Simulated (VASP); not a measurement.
# InSe (P2_13) in VASP: a series of runs

InSe is run at these levels: PBE; tasks: single point.

Everything below comes from runs of VASP 6.6.1. Logs are shortened: lines on timing, memory, paths and dates and some standing lists are left out, and cuts for length are marked.

## Step 1: The cell of the first run

It takes space group P2_13 (No. 198, cubic). Conventional cell: a = 5.946 Å, b = 5.946 Å, c = 5.946 Å, α = 90.00°, β = 90.00°, γ = 90.00°. Within 3.9 Å of In (site symmetry 3) lie 6 Se at 2.97 to 2.98 Å. Within 3.9 Å of Se (site symmetry 3) lie 6 In at 2.97 to 2.98 Å.

## Step 2: Single point, PBE

INCAR reads:

```
PREC = Accurate
ENCUT = 520
EDIFF = 1E-6
ISMEAR = 0
SIGMA = 0.1
LREAL = F
LASPH = T
NELM = 80
ALGO = Normal
ISIF = 2
LWAVE = F
LCHARG = F
GGA = PE
NBANDS = 48
```

KPOINTS reads:

```
Automatic mesh
0
Gamma
  4 4 4
```

POSCAR reads:

```
InSe
1.0
    5.9458820409      0.0000000000      0.0000000000
    0.0000000000      5.9458820409      0.0000000000
    0.0000000000      0.0000000000      5.9458820409
In Se
4 4
Direct
    0.2464022987      0.2464022987      0.2464022987
    0.2535977013      0.7535977013      0.7464022987
    0.7464022987      0.2535977013      0.7535977013
    0.7535977013      0.7464022987      0.2535977013
    0.7526066726      0.7526066726      0.7526066726
    0.7473933274      0.2473933274      0.2526066726
    0.2526066726      0.7473933274      0.2473933274
    0.2473933274      0.2526066726      0.7473933274
```

Potentials or basis: VASP PAW PBE potentials, release 64 (In_d, Se).

Command:

```bash
$ cat potpaw_PBE.64/In_d/POTCAR potpaw_PBE.64/Se/POTCAR > POTCAR
$ mpirun -np 1 vasp_std > vasp.out
```

OUTCAR:

```text
PREC = Accurate
   ENCUT = 520
   EDIFF = 1E-6
   ISMEAR = 0
   LREAL = F
   LASPH = T
   NELM = 80
   ISIF = 2
   GGA = PE

 ion  position               nearest neighbor table
   1  0.246  0.246  0.246-   6 2.97   7 2.97   8 2.97   7 2.98   6 2.98   8 2.98
   2  0.254  0.754  0.746-   5 2.97   7 2.97   8 2.97   8 2.98   5 2.98   7 2.98
   3  0.746  0.254  0.754-   5 2.97   6 2.97   8 2.97   8 2.98   5 2.98   6 2.98
   4  0.754  0.746  0.254-   5 2.97   6 2.97   7 2.97   6 2.98   7 2.98   5 2.98
   5  0.753  0.753  0.753-   2 2.97   3 2.97   4 2.97   3 2.98   2 2.98   4 2.98
   6  0.747  0.247  0.253-   1 2.97   3 2.97   4 2.97   4 2.98   1 2.98   3 2.98
   7  0.253  0.747  0.247-   1 2.97   2 2.97   4 2.97   4 2.98   1 2.98   2 2.98
   8  0.247  0.253  0.747-   1 2.97   2 2.97   3 2.97   2 2.98   3 2.98   1 2.98

  LATTYP: Found a simple cubic cell.
 ALAT       =     5.9458820409

  Lattice vectors:

 A1 = (   5.9458820409,   0.0000000000,   0.0000000000)
 A2 = (   0.0000000000,   5.9458820409,   0.0000000000)
 A3 = (   0.0000000000,   0.0000000000,   5.9458820409)

Analysis of symmetry for initial positions (statically):
=====================================================================
 Subroutine PRICEL returns:
 Original cell was already a primitive cell.

 Routine SETGRP: Setting up the symmetry group for a
 simple cubic supercell.

 Subroutine GETGRP returns: Found 12 space group operations
 (whereof  3 operations were pure point group operations)
 out of a pool of 48 trial point group operations.

The static configuration has the point symmetry C_3 .
 The point group associated with its full space group is T   .

Analysis of symmetry for dynamics (positions and initial velocities):
=====================================================================
 Subroutine PRICEL returns:
 Original cell was already a primitive cell.

 Routine SETGRP: Setting up the symmetry group for a
 simple cubic supercell.

 Subroutine GETGRP returns: Found 12 space group operations
 (whereof  3 operations were pure point group operations)
 out of a pool of 48 trial point group operations.

The dynamic configuration has the point symmetry C_3 .
 The point group associated with its full space group is T   .

 Subroutine INISYM returns: Found 12 space group operations
 (whereof  3 operations are pure point group operations),
 and found     1 'primitive' translations
[... 96 lines left out ...]
   NSW    =      0    number of steps for IOM
   IBRION =     -1    ionic relax: 0-MD 1-quasi-New 2-CG
   NFREE  =      0    steps in history (QN), initial steepest desc. (CG)
   ISIF   =      2    stress and relaxation
   ISYM   =      2    0-nonsym 1-usesym 2-fastsym
   POTIM  = 0.5000    time-step for ionic-motion
   TEBEG  =    0.0;   TEEND  =   0.0 temperature during run
   PSTRESS=    0.0 pullay stress
   NELECT =      76.0000    total number of electrons
   NUPDOWN=      -1.0000    fix difference up-down
   EMIN   =  10.00;   EMAX   =-10.00  energy-range for DOS
   EFERMI =   0.00;   METHOD = LEGACY
   ISMEAR =     0;   SIGMA  =   0.10  broadening in eV -4-tet -1-fermi 0-gaus
   EFERMI_NEDOS =   21; number of points for ismear=-14 and -15
   IALGO  =     38    algorithm
   IMIX   =      4    mixing-type and parameters
     AMIX     =   0.40;   BMIX     =  1.00
     AMIX_MAG =   1.60;   BMIX_MAG =  1.00
  volume/ion in A,a.u.               =      26.28       177.32
  Fermi-wavevector in a.u.,A,eV,Ry     =   1.166263  2.203917 18.506220  1.360169
  Thomas-Fermi vector in A             =   2.302778
   LORBIT       =      0    0 simple, 1 ext, 2 COOP (PROOUT), +10 PAW based schemes
   GGA     = PE    functional components
   LHFCALC =     F    Hartree Fock is set to
   AEXX    =    0.0000 exact exchange contribution
   IVDW    =     0    specifies the selected vdW correction
   LEPSILON=     F    determine dielectric tensor
   LRPA    =     F    only Hartree local field effects (RPA)
 non-spin polarized calculation
 Gauss-broadening in eV      SIGMA  =   0.10
  energy-cutoff  :      520.00
  volume of cell :      210.21
 maximum number of plane-waves:      5695
 NGX is ok and might be reduce to    48
   NGX = 23   NGY = 23   NGZ = 23

 number of electron      75.9999984 magnetization

 Free energy of the ion-electron system (eV)
  ---------------------------------------------------
  ext. energy  EPLUGINS =         0.00000000
  ---------------------------------------------------
  free energy    TOTEN  =       -27.73103854 eV

  energy without entropy =      -27.68645486  energy(sigma->0) =      -27.70874670

 E-fermi :   5.5981     XC(G=0):  -9.6181

 val. band max:        5.5811845141   @ k =   0.5000   0.0000   0.0000
 cond. band min:       5.6210390806   @ k =   0.5000   0.2500   0.0000
 fundamental gap:      0.0398545664
 Fermi energy:         5.5981126151

 k-point     1 :       0.0000    0.0000    0.0000
  band No.  band energies     occupation
      1      -9.5325      2.00000
      2      -9.5325      2.00000
      3      -9.5325      2.00000
      4      -9.1949      2.00000
      5      -9.1949      2.00000
      6      -9.1949      2.00000
[... 550 lines left out ...]
     47       8.1980      0.00000
     48       8.1988      0.00000

------------------------ aborting loop because EDIFF is reached ----------------------------------------

  FORCE on cell =-STRESS in cart. coord.  units (eV):
  Direction    XX          YY          ZZ          XY          YZ          ZX
  --------------------------------------------------------------------------------------
  -------------------------------------------------------------------------------------
  Total       -0.1382254     -0.1382254     -0.1382254      0.0000000     -0.0000000      0.0000000
  in kB       -1.0535367     -1.0535367     -1.0535367      0.0000000     -0.0000000      0.0000000
  external PRESSURE =      -1.0535367 kB  Pullay stress =       0.0000000 kB

 VOLUME and BASIS-vectors are now :
 -----------------------------------------------------------------------------
  energy-cutoff  :      520.00
  volume of cell :      210.21
      direct lattice vectors                 reciprocal lattice vectors
     5.945882041  0.000000000  0.000000000     0.168183626  0.000000000  0.000000000
     0.000000000  5.945882041  0.000000000     0.000000000  0.168183626  0.000000000
     0.000000000  0.000000000  5.945882041     0.000000000  0.000000000  0.168183626

 POSITION                                       TOTAL-FORCE (eV/Angst)
 -----------------------------------------------------------------------------------
      1.46508      1.46508      1.46508         0.015730      0.015730      0.015730
      1.50786      4.48080      4.43802        -0.015730     -0.015730      0.015730
      4.43802      1.50786      4.48080         0.015730     -0.015730     -0.015730
      4.48080      4.43802      1.50786        -0.015730      0.015730     -0.015730
      4.47491      4.47491      4.47491        -0.003018     -0.003018     -0.003018
      4.44391      1.47097      1.50197         0.003018      0.003018     -0.003018
      1.50197      4.44391      1.47097        -0.003018      0.003018      0.003018
      1.47097      1.50197      4.44391         0.003018     -0.003018      0.003018
 -----------------------------------------------------------------------------------
    total drift:                                0.000000      0.000000     -0.000000

  FREE ENERGIE OF THE ION-ELECTRON SYSTEM (eV)
  ---------------------------------------------------
  free  energy   TOTEN  =       -27.7310385417 eV

  energy  without entropy=      -27.6864548631  energy(sigma->0) =      -27.70874670
```

Run time: 1.8 min. Hardware: 1 thread of Intel Xeon 6975P-C (Granite Rapids), shared host; peak memory 0.37 GiB.

Results:

- Free energy: -27.7310 eV
- Pressure: -0.1 GPa
- Largest force: 0.027 eV/Å
- Band gap on the k mesh: zero (bands 38 and 39 overlap by 3.18 eV)

Forces in eV/Å, atoms in the order of the input:
```
In   0.016  0.016  0.016
In  -0.016 -0.016  0.016
In   0.016 -0.016 -0.016
In  -0.016  0.016 -0.016
Se  -0.003 -0.003 -0.003
Se   0.003  0.003 -0.003
Se  -0.003  0.003  0.003
Se   0.003 -0.003  0.003
```

Levels at points of the mesh, in eV from the Fermi level:
```
           k point  band 34  band 35  band 36  band 37  band 38  band 39
(0.00, 0.00, 0.00)    -3.50    -3.50    -3.50    -3.19    -2.14    -2.14
(0.50, 0.00, 0.00)    -2.87    -2.87    -2.87    -0.62    -0.62    -0.02
(0.50, 0.50, 0.00)    -2.03    -2.02    -2.02     0.66     0.66     0.69
(0.50, 0.50, 0.50)    -1.92    -1.92    -1.92     0.82     0.82     0.82
```

Caveat: spin-orbit coupling is left out, which moves the levels of the heavy elements.

## Step 3: Single point, PBE

This run uses another cell than the first one, of 25.95 Å³/atom.

INCAR reads:

```
SYSTEM = InSe
ALGO = Normal
EDIFF = 1E-7
ENCUT = 520
GGA = PE
ISIF = 2
ISMEAR = 0
LASPH = .True.
LCHARG = .False.
LREAL = .False.
LWAVE = .False.
NBANDS = 48
NELM = 80
PREC = Accurate
SIGMA = 0.1
```

KPOINTS reads:

```
k-points
0
Gamma
  6 6 6
  0 0 0
```

POSCAR reads:

```
InSe
1.0
    5.9210193491      0.0000000000      0.0000000000
    0.0000000000      5.9210193491      0.0000000000
    0.0000000000      0.0000000000      5.9210193491
In Se
4 4
Direct
    0.2495880419      0.2495880419      0.2495880419
    0.2504119581      0.7504119581      0.7495880419
    0.7495880419      0.2504119581      0.7504119581
    0.7504119581      0.7495880419      0.2504119581
    0.7498592247      0.7498592247      0.7498592247
    0.7501407753      0.2501407753      0.2498592247
    0.2498592247      0.7501407753      0.2501407753
    0.2501407753      0.2498592247      0.7501407753
```

Potentials or basis: VASP PAW PBE potentials, release 64 (In_d, Se).

Command:

```bash
$ cat potpaw_PBE.64/In_d/POTCAR potpaw_PBE.64/Se/POTCAR > POTCAR
$ mpirun -np 1 vasp_std > vasp.out
```

Wall time 3.7 min (1 thread of Intel Xeon 6975P-C (Granite Rapids), shared host); peak memory 0.44 GiB.

The run converged. Its results:

| Item | Value |
| --- | --- |
| Free energy | -27.7584 eV |
| Pressure | 0.0 GPa |
| Largest force | 0.010 eV/Å |
| Band gap on the k mesh | zero (bands 38 and 39 overlap by 3.49 eV) |

Forces on the atoms (eV/Å):
```
In   0.006  0.006  0.006
In  -0.006 -0.006  0.006
In   0.006 -0.006 -0.006
In  -0.006  0.006 -0.006
Se   0.005  0.005  0.005
Se  -0.005 -0.005  0.005
Se   0.005 -0.005 -0.005
Se  -0.005  0.005 -0.005
```

Levels at points of the mesh, in eV from the Fermi level:
```
           k point  band 35  band 36  band 37  band 38  band 39  band 40  band 41  band 42
(0.00, 0.00, 0.00)    -3.46    -3.46    -3.05    -2.09    -2.09    -2.09     3.50     3.50
(0.50, 0.00, 0.00)    -2.82    -2.82    -0.50    -0.50     0.10     0.10     3.04     3.04
(0.50, 0.50, 0.00)    -1.96    -1.96     0.80     0.80     0.81     0.81     2.31     2.31
(0.50, 0.50, 0.50)    -1.86    -1.86     0.92     0.92     0.92     0.92     2.33     2.33
```

Caveat: spin-orbit coupling is left out, which moves the levels of the heavy elements.
